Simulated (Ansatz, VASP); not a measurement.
One calculation of NiO, two programs

The input INCAR:

```
SYSTEM = NiO
PREC = Accurate
ENCUT = 600
EDIFF = 1E-6
ISMEAR = 0
SIGMA = 0.02
LREAL = .FALSE.
LASPH = .TRUE.
NELM = 200
ALGO = Normal
ISIF = 2
LWAVE = .FALSE.
LCHARG = .TRUE.
ISPIN = 2
MAGMOM = 0 2
LORBIT = 11
LMAXMIX = 4
LDAU = .TRUE.
LDAUTYPE = 2
LDAUL = -1 2
LDAUU = 0 6.2
LDAUJ = 0 0
LDAUPRINT = 1
GGA = PS
LELF = .TRUE.
LVHAR = .TRUE.
NBANDS = 23
GGA_COMPAT = .FALSE.
```

The input KPOINTS:

```
Automatic mesh
0
G
  9 9 9
  0 0 0
```

Contents of POSCAR:

```
NiO
1.0
    0.0000000000      2.0885500000      2.0885500000
    2.0885500000      0.0000000000      2.0885500000
    2.0885500000      2.0885500000      0.0000000000
O Ni
1 1
Direct
    0.5000000000      0.5000000000      0.5000000000
    0.0000000000      0.0000000000      0.0000000000
```

Input for Ansatz:

```yaml
crystal:
  lattice:
    - [0.0, 2.08855, 2.08855]
    - [2.08855, 0.0, 2.08855]
    - [2.08855, 2.08855, 0.0]
  atoms:
    - { symbol: O, position: [0.5, 0.5, 0.5] }
    - { symbol: Ni, position: [0.0, 0.0, 0.0], spin: 2.0 }
magnetization:
  spin_polarized: true
hamiltonian:
  xc: pbesol
  pseudopotentials: { kind: paw }
  hubbard: { sites: [{ species: Ni, l: d, u_eff: 6.2 }] }
basis:
  ecutwfc: 420
kpoints:
  mp_grid: { grid: [9, 9, 9] }
scf:
  occupations: { method: gaussian, width: 0.02 }
  lower_state_search: "off"
output:
  forces: true
  stress: true
  write_density: true
  write_potential: true
  elf: true
  volumetric_format: npy
```

Alike in both runs: task single point; functional PBEsol; k mesh 9 × 9 × 9; occupations gaussian, width 0.02 eV; collinear spin; Hubbard terms Ni d U = 6.2 eV.

|  | VASP | Ansatz |
| --- | --- | --- |
| version | VASP 6.6.1 | Ansatz 0.2.0 |
| potentials or method | VASP PAW PBE potentials, release 64 (O, Ni_sv_GW), cutoff 600 eV | PAW, plane waves, scalar-relativistic |
| valence electrons in the cell | 24 | 24 |

```csv
,VASP,Ansatz,Ansatz less VASP
gap on the k mesh at the Fermi level (eV),2.28,2.05,-0.227
pressure (GPa),-1.0,3.4,+4.39
net moment per atom (μB),1.00,1.00,0.000
size of the moment on the site where the two differ most (μB),1.78,1.71,-0.070
```

VASP's potentials were made for PBE, not for PBEsol. Site moments also hang on the region over which each program counts them. The programs project onto different local orbitals, so the same U acts differently, and such runs can settle in different states.
